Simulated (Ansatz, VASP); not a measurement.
**MgZn7O8: VASP beside Ansatz**

```
O Mg Zn
1.0
    -0.00095    0.00244   -5.20470
     3.24064    5.59401   -0.00202
     3.24391   -5.59590    0.00319
O Mg Zn
8 1 7
Direct
  0.62123 0.16639 0.33377
  0.62133 0.16623 0.83324
  0.62152 0.66598 0.33335
  0.62118 0.66649 0.83371
  0.12063 0.33335 0.66615
  0.11992 0.33496 0.16707
  0.11992 0.83232 0.66440
  0.11983 0.83221 0.16733
  0.00015 0.66590 0.33320
  0.00207 0.16557 0.33164
  0.00196 0.16561 0.83369
  0.00237 0.66802 0.83409
  0.50090 0.33399 0.66673
  0.49972 0.33214 0.16540
  0.49991 0.83288 0.66590
  0.49948 0.83372 0.16657
```

Alike in both runs: functional r2SCAN; k mesh 3 × 3 × 3; occupations gaussian, width 0.1 eV; no spin polarisation.

Ansatz relaxed the structure, and its values are those at the end. VASP's run is a single point on that final structure, the one shown.

```csv
,VASP,Ansatz
version,VASP 6.6.1,Ansatz 0.2.0
potentials or method,"VASP PAW PBE potentials, release 64 (O, Mg, Zn), cutoff 520 eV","scalar-relativistic, plane waves, PAW"
valence electrons in the cell,134,142
```

Ansatz gave:

- gap on the k mesh at the Fermi level (eV): 1.54
- least direct gap on the mesh (eV): 1.54
- pressure (GPa): 0.1
- rms of the force components (eV/Å): 0.013

Question: Estimate VASP's values.

Answer: gap on the k mesh at the Fermi level (eV): 1.53; least direct gap on the mesh (eV): 1.53; pressure (GPa): 0.9; rms of the force components (eV/Å): 0.024.

VASP's potentials were made for PBE, not for r2SCAN. VASP's potentials hold 134 valence electrons a cell and Ansatz's 142, so a difference there can come from the potentials and not from the codes.
